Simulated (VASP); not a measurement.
# As in VASP: further runs

The runs below take As through single point, relaxation of cell and atoms, with PBE.

Everything below comes from runs of VASP 6.6.1. Logs are shortened: lines on timing, memory, paths and dates and some standing lists are left out, and cuts for length are marked.

**1. The cell of the first run**

Symmetry: Cmmm, No. 65, orthorhombic system. The conventional cell has a = 5.500 Å, b = 12.576 Å, c = 3.906 Å, α = 90.00°, β = 90.00°, γ = 90.00°. As (site symmetry m) has 5 As at 2.55 to 2.76 Å within 3.4 Å. As (site symmetry 2/m) has 6 As at 2.70 to 2.75 Å within 3.6 Å.

The cell was generated, and may not be a known phase.

**2. Single point, PBE**

INCAR

```
SYSTEM = As
PREC = Accurate ; ENCUT = 520
EDIFF = 1E-6 ; ISMEAR = 0
SIGMA = 0.1 ; LREAL = .FALSE.
LASPH = .TRUE. ; NELM = 60
ALGO = Normal ; ISIF = 2
LWAVE = .FALSE. ; LCHARG = .FALSE.
GGA = PE ; NBANDS = 24
```

KPOINTS

```
Automatic mesh
0
G
  4 4 6
  0 0 0
```

POSCAR

```
As
1.0
    2.7500192995     -6.2882300989      0.0000000000
    2.7500192995      6.2882300989      0.0000000000
    0.0000000000      0.0000000000      3.9057831979
As
6
Direct
    0.1492073437      0.3522248525      0.5000000000
    0.8507926563      0.6477751475      0.5000000000
    0.3522248525      0.1492073437      0.5000000000
    0.6477751475      0.8507926563      0.5000000000
    0.0000000000      0.5000000000      0.0000000000
    0.5000000000      0.0000000000      0.0000000000
```

Potentials or basis: VASP PAW PBE potentials, release 64 (As).

Run with:

```sh
cat potpaw_PBE.64/As/POTCAR > POTCAR
mpirun -np 1 vasp_std > vasp.out
```

OUTCAR:

```text
SYSTEM = As
   PREC = Accurate
   ENCUT = 520
   EDIFF = 1E-6
   ISMEAR = 0
   LREAL = .FALSE.
   LASPH = .TRUE.
   NELM = 60
   ISIF = 2
   GGA = PE

 ion  position               nearest neighbor table
   1  0.149  0.352  0.500-   3 2.55   5 2.70   5 2.70   4 2.74   4 2.76
   2  0.851  0.648  0.500-   4 2.55   5 2.70   5 2.70   3 2.74   3 2.76
   3  0.352  0.149  0.500-   1 2.55   6 2.70   6 2.70   2 2.74   2 2.76
   4  0.648  0.851  0.500-   2 2.55   6 2.70   6 2.70   1 2.74   1 2.76
   5  0.000  0.500  0.000-   1 2.70   2 2.70   1 2.70   2 2.70   6 2.75   6 2.75
   6  0.500  0.000  0.000-   3 2.70   4 2.70   3 2.70   4 2.70   5 2.75   5 2.75

  LATTYP: Found a base centered orthorhombic cell.
 ALAT       =     5.5000385990
 B/A-ratio  =     2.2866130794
 C/A-ratio  =     0.7101374159

  Lattice vectors:

 A1 = (   2.7500192995,  -6.2882300989,   0.0000000000)
 A2 = (   2.7500192995,   6.2882300989,   0.0000000000)
 A3 = (   0.0000000000,   0.0000000000,   3.9057831979)

Analysis of symmetry for initial positions (statically):
=====================================================================
 Subroutine PRICEL returns:
 Original cell was already a primitive cell.

 Routine SETGRP: Setting up the symmetry group for a
 base centered orthorhombic supercell.

 Subroutine GETGRP returns: Found  8 space group operations
 (whereof  8 operations were pure point group operations)
 out of a pool of  8 trial point group operations.

The static configuration has the point symmetry D_2h.

Analysis of symmetry for dynamics (positions and initial velocities):
=====================================================================
 Subroutine PRICEL returns:
 Original cell was already a primitive cell.

 Routine SETGRP: Setting up the symmetry group for a
 base centered orthorhombic supercell.

 Subroutine GETGRP returns: Found  8 space group operations
 (whereof  8 operations were pure point group operations)
 out of a pool of  8 trial point group operations.

The dynamic configuration has the point symmetry D_2h.

 Subroutine INISYM returns: Found  8 space group operations
 (whereof  8 operations are pure point group operations),
 and found     1 'primitive' translations

----------------------------------------------------------------------------------------

                                     Primitive cell

  volume of cell :     135.0835

  direct lattice vectors                    reciprocal lattice vectors
     2.750019299 -6.288230099  0.000000000     0.181816906 -0.079513630  0.000000000
     2.750019299  6.288230099  0.000000000     0.181816906  0.079513630  0.000000000
     0.000000000  0.000000000  3.905783198     0.000000000  0.000000000  0.256030596

  length of vectors
     6.863267729  6.863267729  3.905783198     0.198443454  0.198443454  0.256030596

  position of ions in fractional coordinates (direct lattice)
     0.149207344  0.352224853  0.500000000
     0.850792656  0.647775147  0.500000000
     0.352224853  0.149207344  0.500000000
     0.647775147  0.850792656  0.500000000
     0.000000000  0.500000000  0.000000000
     0.500000000  0.000000000  0.000000000

  ion indices of the primitive-cell ions
   primitive index   ion index
                 1           1
                 2           2
                 3           3
                 4           4
                 5           5
                 6           6

----------------------------------------------------------------------------------------

 KPOINTS: Automatic mesh

Automatic generation of k-mesh.
 Grid dimensions read from file:
 generate k-points for:    4    4    6

 Generating k-lattice:

  Cartesian coordinates                     Fractional coordinates (reciprocal lattice)
     0.045454226 -0.019878407  0.000000000     0.250000000  0.000000000  0.000000000
     0.045454226  0.019878407  0.000000000     0.000000000  0.250000000  0.000000000
     0.000000000  0.000000000  0.042671766     0.000000000  0.000000000  0.166666667

  Length of vectors
     0.049610864  0.049610864  0.042671766

  Shift w.r.t. Gamma in fractional coordinates (k-lattice)
     0.000000000  0.000000000  0.000000000

 Subroutine IBZKPT returns following result:
 ===========================================

 Found     28 irreducible k-points:

 Following reciprocal coordinates:
            Coordinates               Weight
  0.000000  0.000000  0.000000      1.000000
  0.250000  0.000000  0.000000      4.000000
  0.500000  0.000000  0.000000      2.000000
  0.250000  0.250000  0.000000      2.000000
  0.500000  0.250000  0.000000      4.000000
 -0.250000  0.250000  0.000000      2.000000
[... 16 lines left out ...]
  0.250000  0.000000  0.500000      4.000000
  0.500000  0.000000  0.500000      2.000000
 [... further k-points ...]
   k-points           NKPTS =     28   k-points in BZ     NKDIM =     28   number of bands    NBANDS=     24
   number of dos      NEDOS =    301   number of ions     NIONS =      6
   total plane-waves  NPLWV =  87480
   dimension x,y,z NGX =    54 NGY =   54 NGZ =   30
   dimension x,y,z NGXF=   108 NGYF=  108 NGZF=   60
   ions per type =               6
   NGX,Y,Z   is equivalent  to a cutoff of  13.08, 13.08, 12.77 a.u.
   NGXF,Y,Z  is equivalent  to a cutoff of  26.16, 26.16, 25.54 a.u.
 SYSTEM =  As
   PREC   = accura    normal or accurate (medium, high low for compatibility)
   ISTART =      0    job   : 0-new  1-cont  2-samecut
   ICHARG =      2    charge: 1-file 2-atom 10-const
   ISPIN  =      1    spin polarized calculation?
   LNONCOLLINEAR =      F non collinear calculations
   LSORBIT =      F    spin-orbit coupling
   LASPH  =      T    aspherical Exc in radial PAW
   ENCUT  =  520.0 eV  38.22 Ry    6.18 a.u.  12.76 12.76  7.26*2*pi/ulx,y,z
   NELM   =     60;   NELMIN=  2; NELMDL= -5     # of ELM steps
   EDIFF  = 0.1E-05   stopping-criterion for ELM
   LREAL  =      F    real-space projection
   EDIFFG = 0.1E-04   stopping-criterion for IOM
   NSW    =      0    number of steps for IOM
   IBRION =     -1    ionic relax: 0-MD 1-quasi-New 2-CG
   NFREE  =      0    steps in history (QN), initial steepest desc. (CG)
   ISIF   =      2    stress and relaxation
   ISYM   =      2    0-nonsym 1-usesym 2-fastsym
   POTIM  = 0.5000    time-step for ionic-motion
   TEBEG  =    0.0;   TEEND  =   0.0 temperature during run
   PSTRESS=    0.0 pullay stress
   NELECT =      30.0000    total number of electrons
   NUPDOWN=      -1.0000    fix difference up-down
   EMIN   =  10.00;   EMAX   =-10.00  energy-range for DOS
   EFERMI =   0.00;   METHOD = LEGACY
   ISMEAR =     0;   SIGMA  =   0.10  broadening in eV -4-tet -1-fermi 0-gaus
   EFERMI_NEDOS =   21; number of points for ismear=-14 and -15
   IALGO  =     38    algorithm
   IMIX   =      4    mixing-type and parameters
     AMIX     =   0.40;   BMIX     =  1.00
     AMIX_MAG =   1.60;   BMIX_MAG =  1.00
  volume/ion in A,a.u.               =      22.51       151.93
  Fermi-wavevector in a.u.,A,eV,Ry     =   0.991397  1.873470 13.372745  0.982869
  Thomas-Fermi vector in A             =   2.123136
   LORBIT       =      0    0 simple, 1 ext, 2 COOP (PROOUT), +10 PAW based schemes
   GGA     = PE    functional components
   LHFCALC =     F    Hartree Fock is set to
   AEXX    =    0.0000 exact exchange contribution
   IVDW    =     0    specifies the selected vdW correction
   LEPSILON=     F    determine dielectric tensor
   LRPA    =     F    only Hartree local field effects (RPA)
 non-spin polarized calculation
 Gauss-broadening in eV      SIGMA  =   0.10
  energy-cutoff  :      520.00
  volume of cell :      135.08
 maximum number of plane-waves:      3671
 NGX is ok and might be reduce to    54

 number of electron      29.9999996 magnetization

 Free energy of the ion-electron system (eV)
  ---------------------------------------------------
  ext. energy  EPLUGINS =         0.00000000
  ---------------------------------------------------
  free energy    TOTEN  =       -26.89835400 eV

  energy without entropy =      -26.88367000  energy(sigma->0) =      -26.89101200

 E-fermi :   4.5897     XC(G=0):  -9.7282

 val. band max:        4.5462369760   @ k =  -0.2500   0.2500   0.1667
 cond. band min:       4.5951077269   @ k =   0.2500   0.0000   0.5000
 fundamental gap:      0.0488707509
 Fermi energy:         4.5896651675

 k-point     1 :       0.0000    0.0000    0.0000
  band No.  band energies     occupation
      1      -9.8212      2.00000
      2      -6.6857      2.00000
      3      -6.3920      2.00000
      4      -6.2388      2.00000
      5      -5.6237      2.00000
      6      -1.2742      2.00000
[... 16 lines left out ...]
     23       9.7710      0.00000
     24      10.0343      0.00000

 k-point     2 :       0.2500    0.0000    0.0000
  band No.  band energies     occupation
      1      -9.5018      2.00000
      2      -7.2472      2.00000
      3      -6.9324      2.00000
      4      -6.1170      2.00000
      5      -5.3943      2.00000
      6      -1.9736      2.00000
[... 16 lines left out ...]
     23       9.0330      0.00000
     24       9.3309      0.00000

 k-point     3 :       0.5000    0.0000    0.0000
  band No.  band energies     occupation
      1      -8.5861      2.00000
      2      -8.5717      2.00000
      3      -6.7589      2.00000
      4      -6.7529      2.00000
      5      -3.8576      2.00000
      6      -3.8390      2.00000
[... 16 lines left out ...]
     23       7.8299      0.00000
     24       7.8363      0.00000
[... 514 lines left out ...]
 k-point    23 :       0.2500    0.0000    0.5000
  band No.  band energies     occupation
      1      -8.0986      2.00000
      2      -7.3173      2.00000
      3      -5.9343      2.00000
      4      -5.8534      2.00000
      5      -5.3656      2.00000
      6      -4.5314      2.00000
[... 16 lines left out ...]
     23       9.0390      0.00000
     24       9.2579      0.00000

 k-point    24 :       0.5000    0.0000    0.5000
  band No.  band energies     occupation
      1      -7.2280      2.00000
      2      -7.1872      2.00000
      3      -6.5202      2.00000
      4      -6.5200      2.00000
      5      -5.3860      2.00000
      6      -5.3468      2.00000
[... 16 lines left out ...]
     23      10.8810      0.00000
     24      10.8938      0.00000

 [... further k-points ...]

------------------------ aborting loop because EDIFF is reached ----------------------------------------

  FORCE on cell =-STRESS in cart. coord.  units (eV):
  Direction    XX          YY          ZZ          XY          YZ          ZX
  --------------------------------------------------------------------------------------
  -------------------------------------------------------------------------------------
  Total        0.0035069     -0.0905574      0.0477992      0.0000000      0.0000000      0.0000000
  in kB        0.0415935     -1.0740693      0.5669294      0.0000000      0.0000000      0.0000000
  external PRESSURE =      -0.1551821 kB  Pullay stress =       0.0000000 kB

 VOLUME and BASIS-vectors are now :
 -----------------------------------------------------------------------------
  energy-cutoff  :      520.00
  volume of cell :      135.08
      direct lattice vectors                 reciprocal lattice vectors
     2.750019299 -6.288230099  0.000000000     0.181816906 -0.079513630  0.000000000
     2.750019299  6.288230099  0.000000000     0.181816906  0.079513630  0.000000000
     0.000000000  0.000000000  3.905783198     0.000000000  0.000000000  0.256030596

 POSITION                                       TOTAL-FORCE (eV/Angst)
 -----------------------------------------------------------------------------------
      1.37895      1.27662      1.95289        -0.009900      0.016162      0.000000
      4.12109     -1.27662      1.95289         0.009900     -0.016162     -0.000000
      1.37895     -1.27662      1.95289        -0.009900     -0.016162      0.000000
      4.12109      1.27662      1.95289         0.009900      0.016162     -0.000000
      1.37501      3.14412      0.00000        -0.000000      0.000000      0.000000
      1.37501     -3.14412      0.00000         0.000000      0.000000      0.000000
 -----------------------------------------------------------------------------------
    total drift:                               -0.000000     -0.000000     -0.000000

  FREE ENERGIE OF THE ION-ELECTRON SYSTEM (eV)
  ---------------------------------------------------
  free  energy   TOTEN  =       -26.8983539982 eV

  energy  without entropy=      -26.8836699957  energy(sigma->0) =      -26.89101200
```

Wall time 79 s (1 thread of Intel Xeon 6975P-C (Granite Rapids), shared host); peak memory 0.28 GiB.

Results:

```
Free energy            : -26.8984 eV
Pressure               : 0.0 GPa
Largest force          : 0.019 eV/Å
Band gap on the k mesh : zero (bands 15 and 16 overlap by 1.31 eV)
```

Forces on the atoms (eV/Å):
```
As  -0.010  0.016  0.000
As   0.010 -0.016  0.000
As  -0.010 -0.016  0.000
As   0.010  0.016  0.000
As   0.000  0.000  0.000
As   0.000  0.000  0.000
```

Levels at points of the mesh, in eV from the Fermi level:
```csv
k point,band 11,band 12,band 13,band 14,band 15,band 16,band 17,band 18,band 19,band 20
"(0.00, 0.00, 0.00)",-2.58,-1.73,-1.24,-1.13,-0.42,0.56,1.25,3.36,3.39,3.55
"(0.50, 0.00, 0.00)",-1.98,-1.96,-0.47,-0.46,-0.28,-0.27,0.70,0.70,2.18,2.21
"(0.50, 0.50, 0.00)",-3.15,-1.79,-1.47,-0.23,0.52,0.72,1.35,1.84,3.29,3.61
"(0.00, 0.00, 0.50)",-3.68,-3.30,-3.07,-1.15,-0.50,2.06,2.37,2.58,3.09,3.56
"(0.50, 0.00, 0.50)",-1.11,-1.10,-0.81,-0.75,-0.05,-0.05,0.30,0.32,1.06,1.10
"(0.50, 0.50, 0.50)",-3.43,-3.28,-3.14,-2.70,-0.66,-0.14,0.89,3.16,4.25,4.71
```

**3. Single point, PBE**

This run uses another cell than the first one: it holds 3 atoms, not 6.

INCAR

```
SYSTEM = As
PREC = Accurate
ENCUT = 520
EDIFF = 1E-6
ISMEAR = 0
SIGMA = 0.1
LREAL = .FALSE.
LASPH = .TRUE.
NELM = 80
ALGO = Normal
ISIF = 2
LWAVE = .FALSE.
LCHARG = .FALSE.
GGA = PE
NBANDS = 14
```

KPOINTS

```
Automatic mesh
0
G
  16 12 8
  0 0 0
```

POSCAR

```
As
1.0
    2.7099192044      0.0000000000      0.0000000000
    0.0000000000      3.9171374529      0.0000000000
    0.0000000000      0.0000000000      6.3451413000
As
3
Direct
    0.5000000000      0.5000000000      0.7946991482
    0.5000000000      0.5000000000      0.2053008518
    0.5000000000      0.0000000000      0.5000000000
```

Potentials or basis: VASP PAW PBE potentials, release 64 (As).

Run with:

```sh
cat potpaw_PBE.64/As/POTCAR > POTCAR
mpirun -np 1 vasp_std > vasp.out
```

It took 1.9 min on 1 thread of Intel Xeon 6975P-C (Granite Rapids), shared host; peak memory 0.35 GiB.

The run converged. Its results:

```
Free energy            : -13.4135 eV
Pressure               : 0.1 GPa
Largest force          : 0.009 eV/Å
Band gap on the k mesh : zero (an odd number of electrons rules out a gap without spin polarisation)
```

Forces on the atoms (eV/Å):
```
As   0.000  0.000 -0.009
As   0.000  0.000  0.009
As   0.000  0.000  0.000
```

Stress tensor (GPa, compression positive):
```
0.14 0.00 0.00
0.00 0.08 0.00
0.00 0.00 0.18
```

Levels at points of the mesh, in eV from the Fermi level:
```
           k point  band 5  band 6  band 7  band 8  band 9  band 10  band 11  band 12
(0.00, 0.00, 0.00)   -3.19   -1.56   -0.68    1.09    3.02     3.58     4.38     6.72
(0.50, 0.00, 0.00)   -3.92   -3.41   -1.49   -0.24    1.20     1.75     3.62     5.39
(0.00, 0.50, 0.00)   -5.36   -3.19    1.93    2.30    3.86     5.57     6.05     7.09
(0.50, 0.50, 0.00)   -4.67   -3.96   -3.48   -2.73   -0.08     3.03     4.07     4.43
(0.00, 0.00, 0.50)   -3.61   -1.94    0.20    0.47    2.98     4.81     5.49     6.21
(0.50, 0.00, 0.50)   -5.38   -2.52   -2.11   -1.18    0.58     3.20     3.48     5.00
(0.00, 0.50, 0.50)   -3.59   -3.57   -0.95    0.72    5.76     6.06     6.24     6.76
(0.50, 0.50, 0.50)   -4.66   -3.99   -3.28   -1.10   -0.63     1.96     3.00     3.57
```

[end of part 1 of 2]

The gap in the log of VASP goes by the Fermi energy; the results here count the filled bands.